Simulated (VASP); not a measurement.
# Al5Fe2Co3 (P4/mmm) in VASP: single point with PBE

Aim: the single point of Al5Fe2Co3 with PBE.

Everything below comes from runs of VASP 6.6.1. Logs are shortened: lines on timing, memory, paths and dates and some standing lists are left out, and cuts for length are marked.

**1. The cell of the first run**

The structure is tetragonal, space group P4/mmm (No. 123). Conventional cell: a = 2.859 Å, b = 2.859 Å, c = 14.310 Å, α = 90.00°, β = 90.00°, γ = 90.00°. Within 3.3 Å of Al (site symmetry 4mm) lie 8 Co at 2.46 to 2.48 Å and 6 Al at 2.86 to 2.87 Å. Al (site symmetry 4mm) has 4 Fe at 2.47 Å and 4 Co at 2.49 Å and 6 Al at 2.86 to 2.87 Å within 3.3 Å. Al (site symmetry 4/mmm) has 8 Fe at 2.48 Å and 6 Al at 2.86 Å within 3.3 Å. Co (site symmetry 4/mmm) has 8 Al at 2.48 Å and 6 Co at 2.84 to 2.86 Å within 3.3 Å. Within 3.3 Å of Co (site symmetry 4mm) lie 8 Al at 2.46 to 2.49 Å and 5 Co at 2.84 to 2.86 Å and 1 Fe at 2.88 Å. Fe (site symmetry 4mm) has 8 Al at 2.47 to 2.48 Å and 5 Fe at 2.86 to 2.87 Å and 1 Co at 2.88 Å within 3.3 Å.

**2. Single point, PBE, collinear spin, ferromagnetic start**

The input, INCAR:

```
PREC = Accurate ; ENCUT = 520
EDIFF = 1E-6 ; ISMEAR = 0
SIGMA = 0.2 ; LREAL = False
LASPH = True ; NELM = 150
ALGO = Fast ; ISIF = 2
LWAVE = False ; LCHARG = False
ISPIN = 2 ; MAGMOM = 0 0 0 0 0 0 0 0 0.66 0.66
LORBIT = 11 ; LMAXMIX = 4
GGA = PE ; NBANDS = 44
```

The input, KPOINTS:

```
regular mesh
0
Gamma
  8 8 2
```

The input, POSCAR:

```
Al5Fe2Co3
1.0
    2.8586129000      0.0000000000      0.0000000000
    0.0000000000      2.8586129000      0.0000000000
    0.0000000000      0.0000000000     14.3102227000
Al Co Fe
5 3 2
Direct
    0.0000000000      0.0000000000      0.8999720000
    0.0000000000      0.0000000000      0.1000280000
    0.0000000000      0.0000000000      0.3004020000
    0.0000000000      0.0000000000      0.5000000000
    0.0000000000      0.0000000000      0.6995980000
    0.5000000000      0.5000000000      0.0000000000
    0.5000000000      0.5000000000      0.1984430000
    0.5000000000      0.5000000000      0.8015570000
    0.5000000000      0.5000000000      0.3998400000
    0.5000000000      0.5000000000      0.6001600000
```

Potentials or basis: VASP PAW PBE potentials, release 64 (Al, Co, Fe).

The run is started by

```
cat potpaw_PBE.64/Al/POTCAR potpaw_PBE.64/Co/POTCAR potpaw_PBE.64/Fe/POTCAR > POTCAR
mpirun -np 1 vasp_std > vasp.out
```

OUTCAR:

```text
PREC = Accurate
   ENCUT = 520
   EDIFF = 1E-6
   ISMEAR = 0
   LREAL = False
   LASPH = True
   NELM = 150
   ISIF = 2
   ISPIN = 2
   LORBIT = 11
   GGA = PE

 ion  position               nearest neighbor table
   1  0.000  0.000  0.900-   8 2.46   8 2.46   8 2.46   8 2.46   6 2.48   6 2.48   6 2.48   6 2.48
                             2 2.86   5 2.87
   2  0.000  0.000  0.100-   7 2.46   7 2.46   7 2.46   7 2.46   6 2.48   6 2.48   6 2.48   6 2.48
                             1 2.86   3 2.87
   3  0.000  0.000  0.300-   9 2.47   9 2.47   9 2.47   9 2.47   7 2.49   7 2.49   7 2.49   7 2.49
                             4 2.86   2 2.87
   4  0.000  0.000  0.500-   9 2.48  10 2.48   9 2.48  10 2.48   9 2.48  10 2.48   9 2.48  10 2.48
                             3 2.86   5 2.86
   5  0.000  0.000  0.700-  10 2.47  10 2.47  10 2.47  10 2.47   8 2.49   8 2.49   8 2.49   8 2.49
                             4 2.86   1 2.87
   6  0.500  0.500  0.000-   1 2.48   2 2.48   1 2.48   2 2.48   1 2.48   2 2.48   1 2.48   2 2.48
                             7 2.84   8 2.84
   7  0.500  0.500  0.198-   2 2.46   2 2.46   2 2.46   2 2.46   3 2.49   3 2.49   3 2.49   3 2.49
                             6 2.84   9 2.88
   8  0.500  0.500  0.802-   1 2.46   1 2.46   1 2.46   1 2.46   5 2.49   5 2.49   5 2.49   5 2.49
                             6 2.84  10 2.88
   9  0.500  0.500  0.400-   3 2.47   3 2.47   3 2.47   3 2.47   4 2.48   4 2.48   4 2.48   4 2.48
                            10 2.87   7 2.88
  10  0.500  0.500  0.600-   5 2.47   5 2.47   5 2.47   5 2.47   4 2.48   4 2.48   4 2.48   4 2.48
                             9 2.87   8 2.88

  LATTYP: Found a simple tetragonal cell.
 ALAT       =     2.8586129000
 C/A-ratio  =     5.0060022817

  Lattice vectors:

 A1 = (   2.8586129000,   0.0000000000,   0.0000000000)
 A2 = (   0.0000000000,   2.8586129000,   0.0000000000)
 A3 = (   0.0000000000,   0.0000000000,  14.3102227000)

Analysis of symmetry for initial positions (statically):
=====================================================================
 Subroutine PRICEL returns:
 Original cell was already a primitive cell.

 Routine SETGRP: Setting up the symmetry group for a
 simple tetragonal supercell.

 Subroutine GETGRP returns: Found 16 space group operations
 (whereof 16 operations were pure point group operations)
 out of a pool of 16 trial point group operations.

The static configuration has the point symmetry D_4h.

Analysis of symmetry for dynamics (positions and initial velocities):
=====================================================================
 Subroutine PRICEL returns:
 Original cell was already a primitive cell.

 Routine SETGRP: Setting up the symmetry group for a
 simple tetragonal supercell.

 Subroutine GETGRP returns: Found 16 space group operations
 (whereof 16 operations were pure point group operations)
 out of a pool of 16 trial point group operations.

The dynamic configuration has the point symmetry D_4h.

Analysis of structural, dynamic, and magnetic symmetry:
=====================================================================
 Subroutine PRICEL returns:
 Original cell was already a primitive cell.

 Routine SETGRP: Setting up the symmetry group for a
 simple tetragonal supercell.

 Subroutine GETGRP returns: Found 16 space group operations
 (whereof 16 operations were pure point group operations)
 out of a pool of 16 trial point group operations.

The overall configuration has the point symmetry D_4h.

 Subroutine INISYM returns: Found 16 space group operations
 (whereof 16 operations are pure point group operations),
 and found     1 'primitive' translations

----------------------------------------------------------------------------------------

                                     Primitive cell

  volume of cell :     116.9384

  direct lattice vectors                    reciprocal lattice vectors
     2.858612900  0.000000000  0.000000000     0.349820012  0.000000000  0.000000000
     0.000000000  2.858612900  0.000000000     0.000000000  0.349820012  0.000000000
     0.000000000  0.000000000 14.310222700     0.000000000  0.000000000  0.069880114

  length of vectors
     2.858612900  2.858612900 14.310222700     0.349820012  0.349820012  0.069880114

  position of ions in fractional coordinates (direct lattice)
     0.000000000  0.000000000  0.899972000
     0.000000000  0.000000000  0.100028000
[... 91 lines left out ...]
   ENCUT  =  520.0 eV  38.22 Ry    6.18 a.u.   5.32  5.32 26.61*2*pi/ulx,y,z
   NELM   =    150;   NELMIN=  2; NELMDL= -5     # of ELM steps
   EDIFF  = 0.1E-05   stopping-criterion for ELM
   LREAL  =      F    real-space projection
   EDIFFG = 0.1E-04   stopping-criterion for IOM
   NSW    =      0    number of steps for IOM
   IBRION =     -1    ionic relax: 0-MD 1-quasi-New 2-CG
   NFREE  =      0    steps in history (QN), initial steepest desc. (CG)
   ISIF   =      2    stress and relaxation
   ISYM   =      2    0-nonsym 1-usesym 2-fastsym
   POTIM  = 0.5000    time-step for ionic-motion
   TEBEG  =    0.0;   TEEND  =   0.0 temperature during run
   PSTRESS=    0.0 pullay stress
   NELECT =      58.0000    total number of electrons
   NUPDOWN=      -1.0000    fix difference up-down
   EMIN   =  10.00;   EMAX   =-10.00  energy-range for DOS
   EFERMI =   0.00;   METHOD = LEGACY
   ISMEAR =     0;   SIGMA  =   0.20  broadening in eV -4-tet -1-fermi 0-gaus
   EFERMI_NEDOS =   21; number of points for ismear=-14 and -15
   IALGO  =     68    algorithm
   IMIX   =      4    mixing-type and parameters
     AMIX     =   0.40;   BMIX     =  1.00
     AMIX_MAG =   1.60;   BMIX_MAG =  1.00
  volume/ion in A,a.u.               =      11.69        78.91
  Fermi-wavevector in a.u.,A,eV,Ry     =   1.295881  2.448860 22.848368  1.679308
  Thomas-Fermi vector in A             =   2.427373
   LORBIT       =     11    0 simple, 1 ext, 2 COOP (PROOUT), +10 PAW based schemes
   GGA     = PE    functional components
   LHFCALC =     F    Hartree Fock is set to
   AEXX    =    0.0000 exact exchange contribution
   IVDW    =     0    specifies the selected vdW correction
   LEPSILON=     F    determine dielectric tensor
   LRPA    =     F    only Hartree local field effects (RPA)
 spin polarized calculation
 RMM-DIIS sequential band-by-band and
 Gauss-broadening in eV      SIGMA  =   0.20
  energy-cutoff  :      520.00
  volume of cell :      116.94
 maximum number of plane-waves:      3182
 NGX is ok and might be reduce to    24
   NGX = 11   NGY = 11   NGZ = 53

 number of electron      57.9999984 magnetization       1.1139446

 Free energy of the ion-electron system (eV)
  ---------------------------------------------------
  ext. energy  EPLUGINS =         0.00000000
  ---------------------------------------------------
  free energy    TOTEN  =       -61.37227295 eV

  energy without entropy =      -61.24420947  energy(sigma->0) =      -61.30824121

 E-fermi :   9.4670     XC(G=0): -12.2164

 val. band max:        9.4645084442   @ k =   0.5000   0.5000   0.0000
 cond. band min:       9.4682366827   @ k =   0.5000   0.0000   0.5000
 fundamental gap:      0.0037282385
 Fermi energy:         9.4670221366

 spin component 1

 k-point     1 :       0.0000    0.0000    0.0000
  band No.  band energies     occupation
      1      -1.3116      1.00000
      2      -0.5541      1.00000
      3      -0.4666      1.00000
      4       1.6018      1.00000
      5       1.6076      1.00000
      6       4.5999      1.00000
[... 1045 lines left out ...]
     40      14.6821      0.00000
     41      14.8020      0.00000

 [... further k-points ...]

 spin component 2

 k-point     1 :       0.0000    0.0000    0.0000
  band No.  band energies     occupation
      1      -1.3064      1.00000
      2      -0.5460      1.00000
      3      -0.4642      1.00000
      4       1.6027      1.00000
      5       1.6170      1.00000
      6       4.5898      1.00000
[... 1045 lines left out ...]
     40      14.8007      0.00000
     41      15.0072      0.00000

 [... further k-points ...]

 [bands above 41 left out]

------------------------ aborting loop because EDIFF is reached ----------------------------------------

  FORCE on cell =-STRESS in cart. coord.  units (eV):
  Direction    XX          YY          ZZ          XY          YZ          ZX
  --------------------------------------------------------------------------------------
  -------------------------------------------------------------------------------------
  Total        0.1118416      0.1118416      0.1108851      0.0000000      0.0000000     -0.0000000
  in kB        1.5323464      1.5323464      1.5192405      0.0000000      0.0000000     -0.0000000
  external PRESSURE =       1.5279778 kB  Pullay stress =       0.0000000 kB

 VOLUME and BASIS-vectors are now :
 -----------------------------------------------------------------------------
  energy-cutoff  :      520.00
  volume of cell :      116.94
      direct lattice vectors                 reciprocal lattice vectors
     2.858612900  0.000000000  0.000000000     0.349820012  0.000000000  0.000000000
     0.000000000  2.858612900  0.000000000     0.000000000  0.349820012  0.000000000
     0.000000000  0.000000000 14.310222700     0.000000000  0.000000000  0.069880114

 POSITION                                       TOTAL-FORCE (eV/Angst)
 -----------------------------------------------------------------------------------
      0.00000      0.00000     12.87880         0.000000      0.000000      0.028609
      0.00000      0.00000      1.43142         0.000000      0.000000     -0.028609
      0.00000      0.00000      4.29882         0.000000      0.000000     -0.009848
      0.00000      0.00000      7.15511         0.000000      0.000000      0.000000
      0.00000      0.00000     10.01140         0.000000      0.000000      0.009848
      1.42931      1.42931      0.00000         0.000000      0.000000      0.000000
      1.42931      1.42931      2.83976         0.000000     -0.000000      0.015068
      1.42931      1.42931     11.47046        -0.000000     -0.000000     -0.015068
      1.42931      1.42931      5.72180         0.000000      0.000000     -0.004254
      1.42931      1.42931      8.58842         0.000000     -0.000000      0.004254
 -----------------------------------------------------------------------------------
    total drift:                                0.000000     -0.000000      0.000000

  FREE ENERGIE OF THE ION-ELECTRON SYSTEM (eV)
  ---------------------------------------------------
  free  energy   TOTEN  =       -61.3722729460 eV

  energy  without entropy=      -61.2442094685  energy(sigma->0) =      -61.30824121

 total charge

# of ion       s       p       d       tot
------------------------------------------
    1        0.395   0.426   0.000   0.821
    2        0.395   0.426   0.000   0.821
    3        0.397   0.431   0.000   0.828
    4        0.401   0.442   0.000   0.843
    5        0.397   0.431   0.000   0.828
    6        0.432   0.500   7.499   8.430
    7        0.432   0.495   7.499   8.426
    8        0.432   0.495   7.499   8.426
    9        0.434   0.515   6.505   7.454
   10        0.434   0.515   6.505   7.454
--------------------------------------------------
tot          4.149   4.678  35.506  44.333

 magnetization (x)

# of ion       s       p       d       tot
------------------------------------------
    1        0.000   0.001   0.000   0.001
    2        0.000   0.001   0.000   0.001
    3       -0.004  -0.007   0.000  -0.011
    4       -0.007  -0.015   0.000  -0.022
    5       -0.004  -0.007   0.000  -0.011
    6        0.000  -0.001   0.016   0.015
    7       -0.001   0.004  -0.080  -0.077
    8       -0.001   0.004  -0.080  -0.077
    9        0.002   0.004   0.647   0.653
   10        0.002   0.004   0.647   0.653
--------------------------------------------------
tot         -0.012  -0.012   1.150   1.127
```

It took 6.8 min on 1 thread of Intel Xeon Platinum 8375C at 2.90GHz (Ice Lake), shared host; peak memory 0.44 GiB.

Results:

```
Free energy                                           : -61.3723 eV
Pressure                                              : 0.2 GPa
Largest force                                         : 0.029 eV/Å
Net moment                                            : 1.11 μB per cell
Site moments                                          : Al +0.00, -0.01, -0.02 (each value once); Co +0.01, -0.08 (each value once); Fe +0.65 μB
Valence electrons inside the program's atomic spheres : Al 0.82, 0.83, 0.84 (each value once); Co 8.43; Fe 7.45
```

Forces in eV/Å, atoms in the order of the input:
```
Al   0.000  0.000  0.029
Al   0.000  0.000 -0.029
Al   0.000  0.000 -0.010
Al   0.000  0.000  0.000
Al   0.000  0.000  0.010
Co   0.000  0.000  0.000
Co   0.000  0.000  0.015
Co   0.000  0.000 -0.015
Fe   0.000  0.000 -0.004
Fe   0.000  0.000  0.004
```

Levels at points of the mesh, in eV from the Fermi level:
Spin up:
```
           k point  band 28  band 29  band 30  band 31  band 32  band 33
(0.00, 0.00, 0.00)    -0.48    -0.28    -0.22     0.51     0.81     2.64
(0.50, 0.00, 0.00)    -0.78    -0.71    -0.34     0.04     0.25     0.30
(0.50, 0.50, 0.00)     0.00     0.00     0.51     0.53     2.01     2.01
(0.00, 0.00, 0.50)    -0.51    -0.28    -0.22     0.49     1.19     1.37
(0.50, 0.00, 0.50)    -0.92    -0.61    -0.36     0.00     0.27     0.29
(0.50, 0.50, 0.50)     0.51     0.53     0.99     0.99     1.03     1.03
```
Spin down:
| k point | band 26 | band 27 | band 28 | band 29 | band 30 | band 31 | band 32 | band 33 |
| --- | --- | --- | --- | --- | --- | --- | --- | --- |
| (0.00, 0.00, 0.00) | -0.39 | 0.12 | 0.12 | 0.45 | 0.49 | 0.52 | 1.09 | 2.75 |
| (0.50, 0.00, 0.00) | -0.76 | -0.59 | -0.46 | -0.16 | 0.00 | 0.15 | 0.23 | 0.30 |
| (0.50, 0.50, 0.00) | 0.06 | 0.19 | 0.27 | 0.27 | 1.02 | 1.04 | 2.10 | 2.10 |
| (0.00, 0.00, 0.50) | -0.37 | 0.12 | 0.12 | 0.45 | 0.52 | 0.52 | 1.24 | 1.68 |
| (0.50, 0.00, 0.50) | -0.77 | -0.59 | -0.46 | -0.15 | -0.01 | 0.16 | 0.23 | 0.29 |
| (0.50, 0.50, 0.50) | -0.13 | 0.41 | 1.02 | 1.04 | 1.12 | 1.12 | 1.13 | 1.13 |
